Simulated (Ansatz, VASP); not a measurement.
## One calculation of Ni, two programs

Contents of INCAR:

```
  AGGAC = 1.0
  AGGAX = 1.0
  ALDAC = 0.0
  ALDAX = 1.0
  ALGO = Normal
  EDIFF = 1E-6
  ENCUT = 520
  GGA = B5
  ISIF = 2
  ISMEAR = -1
  ISPIN = 2
  LASPH = True
  LCHARG = False
  LMAXMIX = 4
  LORBIT = 11
  LREAL = False
  LWAVE = False
  MAGMOM = 0.677
  NBANDS = 15
  NELM = 150
  PREC = Accurate
  SIGMA = 0.05
```

File KPOINTS:

```
k-points
0
Gamma
  25 25 25
```

File POSCAR:

```
Ni
1.0
    0.0000000000      1.7886813534      1.7886813534
    1.7886813534      0.0000000000      1.7886813534
    1.7886813534      1.7886813534      0.0000000000
Ni
1
Direct
    0.0000000000      0.0000000000      0.0000000000
```

Input for Ansatz:

```yaml
crystal:
  lattice:
    - [0.0, 1.7886813534, 1.7886813534]
    - [1.7886813534, 0.0, 1.7886813534]
    - [1.7886813534, 1.7886813534, 0.0]
  atoms:
    - { symbol: Ni, position: [0.0, 0.0, 0.0], spin: 0.677 }
hamiltonian:
  xc: blyp
  pseudopotentials:
    kind: paw
    azcp:
      Ni: "pseudopotentials/Ni.paw.azcp"
basis:
  ecutwfc: 420
  fft_grid_basis: typed
kpoints:
  mp_grid: { grid: [25, 25, 25], shift: [0, 0, 0] }
magnetization:
  spin_polarized: true
scf:
  occupations: { method: fermi_dirac, width: 0.05 }
```

Alike in both runs: task single point; functional BLYP; k mesh 25 × 25 × 25; occupations fermi-dirac, width 0.05 eV; collinear spin.

|  | VASP | Ansatz |
| --- | --- | --- |
| version | VASP 6.6.1 | Ansatz 0.2.0 |
| potentials or method | VASP PAW PBE potentials, release 64 (Ni), cutoff 520 eV | plane waves (420 eV) with PAW, scalar-relativistic |
| valence electrons in the cell | 10 | 18 |

```tsv
	VASP	Ansatz	Ansatz less VASP
net moment per atom (μB)	0.61	0.62	+0.011
size of the moment on the site where the two differ most (μB)	0.62	0.66	+0.034
```

VASP's potentials were made for PBE, not for BLYP. Site moments also hang on the region over which each program counts them. VASP's potentials hold 10 valence electrons a cell and Ansatz's 18, so a difference there can come from the potentials and not from the codes.
